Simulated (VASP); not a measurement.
# Ga2O3 (C2/m) in VASP: notebook

Ga2O3 is run at these levels: r2SCAN+D3(BJ), r2SCAN; tasks: single point.

All numbers are computed with VASP 6.6.1; they aren't measurements. Logs are shortened: lines on timing, memory, paths and dates and some standing lists are left out, and cuts for length are marked.

### 1 The cell of the first run

The structure is monoclinic, space group C2/m (No. 12). The conventional cell has a = 12.213 Å, b = 3.032 Å, c = 5.795 Å, α = 90.00°, β = 103.79°, γ = 90.00°. Within 2.6 Å of Ga (site symmetry m) lie 6 O at 1.93 to 2.07 Å. Within 2.4 Å of Ga (site symmetry m) lie 4 O at 1.83 to 1.86 Å. Within 2.4 Å of O (site symmetry m) lie 3 Ga at 1.83 to 1.93 Å. Within 2.5 Å of O (site symmetry m) lie 4 Ga at 1.86 to 2.07 Å. Within 2.4 Å of O (site symmetry m) lie 3 Ga at 1.83 to 1.94 Å.

### 2 Single point, r2SCAN+D3(BJ)

Input file POSCAR:

```
Ga2O3
1.0
    6.1067316195     -1.5159084368      0.0023419625
    6.1067316195      1.5159084368      0.0023419625
   -1.3837689447      0.0000000000      5.6277185123
Ga O
4 6
Direct
    0.3411421902      0.3411421902      0.6855754734
    0.6588578098      0.6588578098      0.3144245266
    0.9092233301      0.9092233301      0.2049095766
    0.0907766699      0.0907766699      0.7950904234
    0.5036725883      0.5036725883      0.7443395194
    0.4963274117      0.4963274117      0.2556604806
    0.8269197361      0.8269197361      0.4371784036
    0.1730802639      0.1730802639      0.5628215964
    0.8348615637      0.8348615637      0.8908280827
    0.1651384363      0.1651384363      0.1091719173
```

Input file INCAR.step1:

```
ALGO = Normal
EDIFF = 1E-4
ENCUT = 520
GGA = PE
ISMEAR = -1
LASPH = True
LCHARG = False
LREAL = False
LWAVE = True
NBANDS = 55
NELM = 100
PREC = Accurate
SIGMA = 0.05
```

Input file INCAR.step2:

```
ALGO = Normal
EDIFF = 1E-6
ENCUT = 520
ISIF = 2
ISMEAR = -1
ISTART = 1
IVDW = 12
LASPH = True
LCHARG = False
LMIXTAU = True
LREAL = False
LWAVE = False
METAGGA = R2SCAN
NBANDS = 55
NELM = 100
PREC = Accurate
SIGMA = 0.05
VDW_A1 = 0.49484001
VDW_A2 = 5.73083694
VDW_S6 = 1.0
VDW_S8 = 0.78981345
```

Input file KPOINTS:

```
k-points
0
Gamma
  9 9 5
```

Potentials or basis: VASP PAW PBE potentials, release 64 (Ga_d, O).

The run is started by

```sh
> cat potpaw_PBE.64/Ga_d/POTCAR potpaw_PBE.64/O/POTCAR > POTCAR
> cp INCAR.step1 INCAR
> mpirun -np 1 vasp_std > vasp.out
> cp INCAR.step2 INCAR
> mpirun -np 1 vasp_std > vasp.out
```

OUTCAR:

```text
EDIFF = 1E-6
   ENCUT = 520
   ISIF = 2
   ISMEAR = -1
   ISTART = 1
   IVDW = 12
   LASPH = True
   LREAL = False
   METAGGA = R2SCAN
   NELM = 100
   PREC = Accurate
 IVDW          = 12

 ion  position               nearest neighbor table
   1  0.341  0.341  0.686-   5 1.93   9 1.94   9 1.94   8 2.01   7 2.07   7 2.07
   2  0.659  0.659  0.314-   6 1.93  10 1.94  10 1.94   7 2.01   8 2.07   8 2.07
   3  0.909  0.909  0.205-   9 1.83   6 1.83   6 1.83   7 1.86
   4  0.091  0.091  0.795-  10 1.83   5 1.83   5 1.83   8 1.86
   5  0.504  0.504  0.744-   4 1.83   4 1.83   1 1.93
   6  0.496  0.496  0.256-   3 1.83   3 1.83   2 1.93
   7  0.827  0.827  0.437-   3 1.86   2 2.01   1 2.07   1 2.07
   8  0.173  0.173  0.563-   4 1.86   1 2.01   2 2.07   2 2.07
   9  0.835  0.835  0.891-   3 1.83   1 1.94   1 1.94
  10  0.165  0.165  0.109-   4 1.83   2 1.94   2 1.94

  LATTYP: Found a base centered monoclinic cell.
 ALAT       =    12.2134641372
 B/A-ratio  =     0.2482356226
 C/A-ratio  =     0.4745046668
 COS(beta)  =    -0.2384000280

  Lattice vectors:

 A1 = (   6.1067316195,  -1.5159084368,   0.0023419625)
 A2 = (   6.1067316195,   1.5159084368,   0.0023419625)
 A3 = (  -1.3837689447,   0.0000000000,   5.6277185123)

Analysis of symmetry for initial positions (statically):
=====================================================================
 Subroutine PRICEL returns:
 Original cell was already a primitive cell.

 Routine SETGRP: Setting up the symmetry group for a
 base centered monoclinic supercell.

 Subroutine GETGRP returns: Found  4 space group operations
 (whereof  4 operations were pure point group operations)
 out of a pool of  4 trial point group operations.

The static configuration has the point symmetry C_2h.

Analysis of symmetry for dynamics (positions and initial velocities):
=====================================================================
 Subroutine PRICEL returns:
 Original cell was already a primitive cell.

 Routine SETGRP: Setting up the symmetry group for a
 base centered monoclinic supercell.

 Subroutine GETGRP returns: Found  4 space group operations
 (whereof  4 operations were pure point group operations)
 out of a pool of  4 trial point group operations.

The dynamic configuration has the point symmetry C_2h.

 Subroutine INISYM returns: Found  4 space group operations
 (whereof  4 operations are pure point group operations),
 and found     1 'primitive' translations

----------------------------------------------------------------------------------------

                                     Primitive cell

  volume of cell :     104.2042

  direct lattice vectors                    reciprocal lattice vectors
     6.106731619 -1.515908437  0.002341963     0.081869138 -0.329835225  0.020130355
     6.106731619  1.515908437  0.002341963     0.081869138  0.329835225  0.020130355
    -1.383768945  0.000000000  5.627718512    -0.000068139  0.000000000  0.177675146

  length of vectors
     6.292070800  6.292070800  5.795345731     0.340439514  0.340439514  0.177675160

  position of ions in fractional coordinates (direct lattice)
     0.341142190  0.341142190  0.685575473
     0.658857810  0.658857810  0.314424527
     0.909223330  0.909223330  0.204909577
     0.090776670  0.090776670  0.795090423
     0.503672588  0.503672588  0.744339519
     0.496327412  0.496327412  0.255660481
     0.826919736  0.826919736  0.437178404
     0.173080264  0.173080264  0.562821596
     0.834861564  0.834861564  0.890828083
     0.165138436  0.165138436  0.109171917

  ion indices of the primitive-cell ions
   primitive index   ion index
                 1           1
                 2           2
                 3           3
                 4           4
                 5           5
                 6           6
                 7           7
                 8           8
                 9           9
                10          10

----------------------------------------------------------------------------------------

 KPOINTS: k-points

Automatic generation of k-mesh.
 Grid dimensions read from file:
 generate k-points for:    9    9    5

 Generating k-lattice:

  Cartesian coordinates                     Fractional coordinates (reciprocal lattice)
     0.009096571 -0.036648358  0.002236706     0.111111111 -0.000000000  0.000000000
     0.009096571  0.036648358  0.002236706    -0.000000000  0.111111111  0.000000000
    -0.000013628  0.000000000  0.035535029     0.000000000  0.000000000  0.200000000

  Length of vectors
     0.037826613  0.037826613  0.035535032

  Shift w.r.t. Gamma in fractional coordinates (k-lattice)
     0.000000000  0.000000000  0.000000000

 Subroutine IBZKPT returns following result:
 ===========================================

 Found    115 irreducible k-points:

 Following reciprocal coordinates:
            Coordinates               Weight
  0.000000  0.000000  0.000000      1.000000
[... 46 lines left out ...]
     AMIX     =   0.40;   BMIX     =  1.00
     AMIX_MAG =   1.60;   BMIX_MAG =  1.00
  volume/ion in A,a.u.               =      10.42        70.32
  Fermi-wavevector in a.u.,A,eV,Ry     =   1.547417  2.924194 32.579140  2.394499
  Thomas-Fermi vector in A             =   2.652513
   LORBIT       =      0    0 simple, 1 ext, 2 COOP (PROOUT), +10 PAW based schemes
   METAGGA = R2SCAN    functional components
   LHFCALC =     F    Hartree Fock is set to
   AEXX    =    0.0000 exact exchange contribution
   IVDW    =    12    specifies the selected vdW correction
   LEPSILON=     F    determine dielectric tensor
   LRPA    =     F    only Hartree local field effects (RPA)
 non-spin polarized calculation
  energy-cutoff  :      520.00
  volume of cell :      104.20
 maximum number of plane-waves:      2831
   NGX = 23   NGY = 23   NGZ = 21

 number of electron      88.0000020 magnetization

 Free energy of the ion-electron system (eV)
  ---------------------------------------------------
  ext. energy  EPLUGINS =         0.00000000
  ---------------------------------------------------
  free energy    TOTEN  =      -102.42923320 eV

  energy without entropy =     -102.42923320  energy(sigma->0) =     -102.42923320

 E-fermi :   4.6368     XC(G=0): -12.5645

 val. band max:        3.4772240133   @ k =  -0.4444   0.4444   0.4000
 cond. band min:       6.5549760340   @ k =   0.0000   0.0000   0.0000
 fundamental gap:      3.0777520207
 Fermi energy:         4.6367715279

 k-point     1 :       0.0000    0.0000    0.0000
  band No.  band energies     occupation
      1     -16.4005      2.00000
      2     -15.2256      2.00000
      3     -15.2128      2.00000
      4     -15.0857      2.00000
      5     -14.6357      2.00000
      6     -14.6098      2.00000
[... 47 lines left out ...]
     54      16.8506      0.00000
     55      17.1464      0.00000

 k-point     2 :       0.1111    0.0000    0.0000
  band No.  band energies     occupation
      1     -16.3057      2.00000
      2     -15.2182      2.00000
      3     -15.1882      2.00000
      4     -15.0227      2.00000
      5     -14.6340      2.00000
      6     -14.6074      2.00000
[... 47 lines left out ...]
     54      16.0500      0.00000
     55      16.2043      0.00000

 k-point     3 :       0.2222    0.0000    0.0000
  band No.  band energies     occupation
      1     -16.0432      2.00000
      2     -15.1878      2.00000
      3     -15.0970      2.00000
      4     -14.9208      2.00000
      5     -14.6248      2.00000
      6     -14.6012      2.00000
[... 1152 lines left out ...]
 k-point    23 :      -0.3333    0.3333    0.0000
  band No.  band energies     occupation
      1     -15.4663      2.00000
      2     -15.4072      2.00000
      3     -14.9643      2.00000
      4     -14.8824      2.00000
      5     -14.5944      2.00000
      6     -14.5864      2.00000
[... 47 lines left out ...]
     54      15.7280      0.00000
     55      15.9427      0.00000

 k-point    24 :       0.4444    0.4444    0.0000
  band No.  band energies     occupation
      1     -16.0872      2.00000
      2     -15.8432      2.00000
      3     -15.2061      2.00000
      4     -14.8199      2.00000
      5     -14.6306      2.00000
      6     -14.6184      2.00000
[... 47 lines left out ...]
     54      16.6439      0.00000
     55      16.9617      0.00000

 [... further k-points ...]

------------------------ aborting loop because EDIFF is reached ----------------------------------------

 Edisp (eV)   -0.94466

 E8    (eV) :    -0.2856

  FORCE on cell =-STRESS in cart. coord.  units (eV):
  Direction    XX          YY          ZZ          XY          YZ          ZX
  --------------------------------------------------------------------------------------
  -------------------------------------------------------------------------------------
  Total       1.10420     1.35035     1.16086     0.00000     0.00000     0.02163
  in kB      16.97745    20.76209    17.84869     0.00000     0.00000     0.33253
  external pressure =       18.53 kB  Pullay stress =        0.00 kB

 VOLUME and BASIS-vectors are now :
 -----------------------------------------------------------------------------
  energy-cutoff  :      520.00
  volume of cell :      104.20
      direct lattice vectors                 reciprocal lattice vectors
     6.106731619 -1.515908437  0.002341963     0.081869138 -0.329835225  0.020130355
     6.106731619  1.515908437  0.002341963     0.081869138  0.329835225  0.020130355
    -1.383768945  0.000000000  5.627718512    -0.000068139  0.000000000  0.177675146

 POSITION                                       TOTAL-FORCE (eV/Angst)
 -----------------------------------------------------------------------------------
      3.21785      0.00000      3.85982         0.007212      0.000000     -0.041645
      7.61184      0.00000      1.77258        -0.007212      0.000000      0.041645
     10.82122      0.00000      1.15743        -0.025245      0.000000     -0.000228
      0.00848      0.00000      4.47497         0.025245      0.000000      0.000228
      5.12159      0.00000      4.19129        -0.078587      0.000000     -0.029967
      5.70810      0.00000      1.44111         0.078587      0.000000      0.029967
      9.49460      0.00000      2.46419        -0.028986      0.000000      0.053313
      1.33509      0.00000      3.16821         0.028986      0.000000     -0.053313
      8.96385      0.00000      5.01724        -0.063384      0.000000     -0.032771
      1.86584      0.00000      0.61516         0.063384      0.000000      0.032771
 -----------------------------------------------------------------------------------
    total drift:                                0.000000      0.000000      0.000000

  FREE ENERGIE OF THE ION-ELECTRON SYSTEM (eV)
  ---------------------------------------------------
  free  energy   TOTEN  =      -103.3738960838 eV

  energy  without entropy=     -103.3738960838  energy(sigma->0) =     -103.37389608
```

Wall time 82 min (1 thread of Oxide Virtual Turin-like, shared host); peak memory 0.64 GiB.

Results:

```yaml
Free_energy: -103.3739 eV
Pressure: 1.9 GPa
Largest_force: 0.084 eV/Å
Band_gap_on_the_k_mesh: 3.08 eV (least direct gap 3.10 eV)
Dispersion_energy_per_atom: -0.094 eV
```

Forces on the atoms (eV/Å):
```
Ga   0.007  0.000 -0.042
Ga  -0.007  0.000  0.042
Ga  -0.025  0.000  0.000
Ga   0.025  0.000  0.000
O   -0.079  0.000 -0.030
O    0.079  0.000  0.030
O   -0.029  0.000  0.053
O    0.029  0.000 -0.053
O   -0.063  0.000 -0.033
O    0.063  0.000  0.033
```

Caveat: the PAW data sets were made with another functional, which shifts forces and pressure a little. r2SCAN opens gaps a little over a GGA but as a rule still falls short of measured ones.

### 3 Single point, r2SCAN

This run uses another cell than the first one, of 10.51 Å³/atom.

Input file POSCAR:

```
Ga2O3
1.0
    6.1277564859     -1.5198160642      0.0018938440
    6.1277564859      1.5198160642      0.0018938440
   -1.3889536741      0.0000000000      5.6402464470
Ga O
4 6
Direct
    0.3412130104      0.3412130104      0.6857108435
    0.6587869896      0.6587869896      0.3142891565
    0.9095355277      0.9095355277      0.2053928237
    0.0904644723      0.0904644723      0.7946071763
    0.5037002988      0.5037002988      0.7437531624
    0.4962997012      0.4962997012      0.2562468376
    0.8266481303      0.8266481303      0.4364734967
    0.1733518697      0.1733518697      0.5635265033
    0.8358338614      0.8358338614      0.8909193379
    0.1641661386      0.1641661386      0.1090806621
```

Input file INCAR.step1:

```
  PREC = Accurate
  ENCUT = 520
  ISMEAR = -1
  SIGMA = 0.05
  LREAL = False
  LASPH = True
  NELM = 80
  NBANDS = 55
  GGA = PE
  ALGO = Normal
  EDIFF = 1E-4
  LWAVE = True
  LCHARG = False
```

Input file INCAR.step2:

```
  PREC = Accurate
  ENCUT = 520
  EDIFF = 1E-7
  ISMEAR = -1
  SIGMA = 0.05
  LREAL = False
  LASPH = True
  NELM = 80
  ALGO = Normal
  ISIF = 2
  LWAVE = False
  LCHARG = False
  METAGGA = R2SCAN
  LMIXTAU = True
  NBANDS = 55
  ISTART = 1
```

Input file KPOINTS:

```
regular mesh
0
Gamma
  9 9 5
```

Potentials or basis: VASP PAW PBE potentials, release 64 (Ga_d, O).

The run is started by

```sh
> cat potpaw_PBE.64/Ga_d/POTCAR potpaw_PBE.64/O/POTCAR > POTCAR
> cp INCAR.step1 INCAR
> mpirun -np 1 vasp_std > vasp.out
> cp INCAR.step2 INCAR
> mpirun -np 1 vasp_std > vasp.out
```

It took 2.6 h on 1 thread of Oxide Virtual Turin-like, shared host; peak memory 0.65 GiB.

The run converged. Its results:

```yaml
Free_energy: -102.4420 eV
Pressure: 1.8 GPa
Largest_force: 0.089 eV/Å
Band_gap_on_the_k_mesh: 3.01 eV (least direct gap 3.03 eV)
```

Forces on the atoms (eV/Å):
```
Ga   0.022  0.000 -0.054
Ga  -0.022  0.000  0.054
Ga  -0.019  0.000 -0.005
Ga   0.019  0.000  0.005
O   -0.083  0.000 -0.032
O    0.083  0.000  0.032
O   -0.031  0.000  0.057
O    0.031  0.000 -0.057
O   -0.064  0.000 -0.027
O    0.064  0.000  0.027
```

Stress tensor (GPa, compression positive):
```
1.69 0.00 0.05
0.00 2.02 0.00
0.05 0.00 1.71
```

Levels at points of the mesh, in eV from the valence-band top:
| k point | band 42 | band 43 | band 44 | band 45 | band 46 | band 47 |
| --- | --- | --- | --- | --- | --- | --- |
| (0.00, 0.00, 0.00) | -0.48 | -0.27 | -0.02 | 3.01 | 6.38 | 7.43 |

Caveat: the PAW data sets were made with another functional, which shifts forces and pressure a little. r2SCAN opens gaps a little over a GGA but as a rule still falls short of measured ones.

### 4 Single point, r2SCAN

This run uses another cell than the first one, of 11.07 Å³/atom.

Input file POSCAR:

```
Ga2O3
1.0
    6.2267755065     -1.5483330515      0.0000000000
    6.2267755065      1.5483330515      0.0000000000
   -1.4131720500      0.0000000000      5.7404290996
Ga O
4 6
Direct
    0.3413400000      0.3413400000      0.6859800000
    0.6586600000      0.6586600000      0.3140200000
    0.9095000000      0.9095000000      0.2054000000
    0.0905000000      0.0905000000      0.7946000000
    0.5041000000      0.5041000000      0.7434000000
    0.4959000000      0.4959000000      0.2566000000
    0.8267000000      0.8267000000      0.4368000000
    0.1733000000      0.1733000000      0.5632000000
    0.8355000000      0.8355000000      0.8902000000
    0.1645000000      0.1645000000      0.1098000000
```

Input file INCAR.step1:

```
PREC = Accurate
ENCUT = 520
ISMEAR = -1
SIGMA = 0.05
LREAL = False
LASPH = True
NELM = 80
NBANDS = 55
GGA = PE
ALGO = Normal
EDIFF = 1E-4
LWAVE = True
LCHARG = False
KPAR = 4
```

Input file INCAR.step2:

```
PREC = Accurate
ENCUT = 520
EDIFF = 1E-7
ISMEAR = -1
SIGMA = 0.05
LREAL = False
LASPH = True
NELM = 80
ALGO = Normal
ISIF = 2
LWAVE = False
LCHARG = False
METAGGA = R2SCAN
LMIXTAU = True
NBANDS = 55
ISTART = 1
KPAR = 4
```

KPOINTS is that of step 3.

The run is started by

```sh
> cat potpaw_PBE.64/Ga_d/POTCAR potpaw_PBE.64/O/POTCAR > POTCAR
> cp INCAR.step1 INCAR
> mpirun -np 4 vasp_std > vasp.out
> cp INCAR.step2 INCAR
> mpirun -np 4 vasp_std > vasp.out
```

It took 41 min on 4 MPI ranks of Oxide Virtual Turin-like, shared host; peak memory 0.7 GiB.

It converged, with:

* Free energy: -102.3225 eV
* Pressure: -8.4 GPa
* Largest force: 0.262 eV/Å
* Band gap on the k mesh: 2.53 eV (least direct gap 2.57 eV)

Forces on the atoms (eV/Å):
```
Ga  -0.005  0.000 -0.004
Ga   0.005  0.000  0.004
Ga   0.034  0.000 -0.079
Ga  -0.034  0.000  0.079
O    0.080  0.000  0.086
O   -0.080  0.000 -0.086
O   -0.046  0.000 -0.040
O    0.046  0.000  0.040
O    0.251  0.000  0.076
O   -0.251  0.000 -0.076
```

Stress tensor (GPa, compression positive):
```
-7.73  0.00 -0.17
 0.00 -8.96  0.00
-0.17  0.00 -8.47
```

Levels at points of the mesh, in eV from the valence-band top:
| k point | band 40 | band 41 | band 42 | band 43 | band 44 | band 45 | band 46 | band 47 | band 48 | band 49 |
| --- | --- | --- | --- | --- | --- | --- | --- | --- | --- | --- |
| (0.00, 0.00, 0.00) | -0.69 | -0.66 | -0.46 | -0.28 | -0.04 | 2.53 | 5.94 | 6.96 | 7.08 | 8.23 |

Caveat: the cell stands under tension; the PAW data sets were made with another functional, which shifts forces and pressure a little. A k mesh can miss the band edges.

### 5 Overview

```tsv
level	cell	gap on the mesh (eV)	pressure (GPa)	largest force (eV/Å)
r2SCAN+D3(BJ)	a = 6.292, b = 6.292, c = 5.795 Å, angles 103.4, 103.4, 27.9°, 10 atoms, atomic positions A	3.08	1.9	0.08
r2SCAN	a = 6.313, b = 6.313, c = 5.809 Å, angles 103.4, 103.4, 27.9°, 10 atoms, atomic positions B	3.01	1.8	0.09
r2SCAN	a = 6.416, b = 6.416, c = 5.912 Å, angles 103.4, 103.4, 27.9°, 10 atoms, atomic positions C	2.53	-8.4	0.26
```

Alike in all rows: task single point; potentials or basis VASP PAW PBE potentials, release 64 (Ga_d, O); no spin polarisation; k mesh 9 × 9 × 5; cutoff (eV) 520; smearing fermi-dirac 0.05 eV.

Caveats: the PAW data sets were made with another functional, which shifts forces and pressure a little; the cell stands under tension (at least some runs).

Absolute energies hang on the potentials; compare differences alone.
